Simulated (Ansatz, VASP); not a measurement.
## AlN in VASP and in Ansatz

The input POSCAR:

```
AlN
1.0
    3.3340509224      0.0000000000      0.0000000000
   -1.6670254612      2.8873727963      0.0000000000
    0.0000000000      0.0000000000      4.2152960135
Al N
2 2
Direct
    0.6666666667      0.3333333333      0.2500000000
    0.3333333333      0.6666666667      0.7500000000
    0.6666666667      0.3333333333      0.7500000000
    0.3333333333      0.6666666667      0.2500000000
```

The input INCAR.step1:

```
PREC = Accurate
ENCUT = 520
ISMEAR = -1
SIGMA = 0.05
LREAL = F
LASPH = T
NELM = 80
NBANDS = 16
GGA = PE
ALGO = Normal
EDIFF = 1E-4
LWAVE = T
LCHARG = F
```

Contents of INCAR.step2:

```
PREC = Accurate
ENCUT = 520
EDIFF = 1E-6
ISMEAR = -1
SIGMA = 0.05
LREAL = F
LASPH = T
NELM = 80
ALGO = Normal
ISIF = 2
LWAVE = F
LCHARG = F
METAGGA = R2SCAN
LMIXTAU = T
NBANDS = 16
ISTART = 1
```

Contents of KPOINTS:

```
Automatic mesh
0
Gamma
  9 9 7
```

File input.yaml:

```yaml
crystal:
  lattice:
    - [3.3340509224, 0.0, 0.0]
    - [-1.6670254612, 2.8873727963, 0.0]
    - [0.0, 0.0, 4.2152960135]
  atoms:
    - { symbol: Al, position: [0.6666666667, 0.3333333333, 0.25] }
    - { symbol: Al, position: [0.3333333333, 0.6666666667, 0.75] }
    - { symbol: "N", position: [0.6666666667, 0.3333333333, 0.75] }
    - { symbol: "N", position: [0.3333333333, 0.6666666667, 0.25] }
hamiltonian:
  xc: r2scan
  pseudopotentials: { kind: paw }
kpoints:
  mp_grid: { grid: [9, 9, 7] }
scf:
  occupations: { method: fermi_dirac, width: 0.05 }
output:
  forces: true
  stress: true
  eigenvalues: true
  write_density: true
  write_potential: true
  elf: true
  volumetric_format: npy
```

Alike in both runs: task single point; functional r2SCAN; k mesh 9 × 9 × 7; occupations fermi-dirac, width 0.05 eV; no spin polarisation.

```csv
,VASP,Ansatz
version,VASP 6.6.1,Ansatz 0.2.0
potentials or method,"VASP PAW PBE potentials, release 64 (Al, N)",Ansatz PAW
plane-wave cutoff (eV),520,500
valence electrons in the cell,16,16
```

VASP gave:

| Item | Value |
| --- | --- |
| gap on the k mesh at the Fermi level (eV) | 3.70 |
| least direct gap on the mesh (eV) | 3.70 |
| pressure (GPa) | -9.5 |
| traceless stress, the component that is largest in VASP (GPa) | 0.22 |

What did Ansatz give for the same quantities?

gap on the k mesh at the Fermi level (eV): 3.67; least direct gap on the mesh (eV): 3.67; pressure (GPa): -9.0; traceless stress, the component that is largest in VASP (GPa): 0.43.

VASP's potentials were made for PBE, not for r2SCAN.

Noted on Ansatz's run: odd divisions of the mesh miss points on the zone boundary, where band edges often lie, so the gap on the mesh can be too wide.
